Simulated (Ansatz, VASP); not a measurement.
# One calculation of YBe, two programs

```xyz
2
Lattice="0.0000 2.5920 2.5920 2.5920 0.0000 2.5920 2.5920 2.5920 0.0000" Properties=species:S:1:pos:R:3 pbc="T T T"
Y     0.0000    0.0000    0.0000
Be    2.5920    2.5920    2.5920
```

Alike in both runs: task single point; functional PBE; k mesh 6 × 6 × 6; occupations gaussian, width 0.1 eV; no spin polarisation.

```csv
,VASP,Ansatz
version,VASP 6.6.1,Ansatz 0.2.0
potentials or method,"VASP PAW PBE potentials, release 64 (Y_sv, Be), cutoff 520 eV","scalar-relativistic, plane waves, PAW"
valence electrons in the cell,13,13
```

Ansatz gave:

```
gap on the k mesh at the Fermi level (eV) : none
pressure (GPa)                            : 25.8
```

**Question.** Estimate VASP's values.

**Answer.** gap on the k mesh at the Fermi level (eV): none; pressure (GPa): 25.6.

A gap of «none» marks a metal or a gap that the smearing closes.
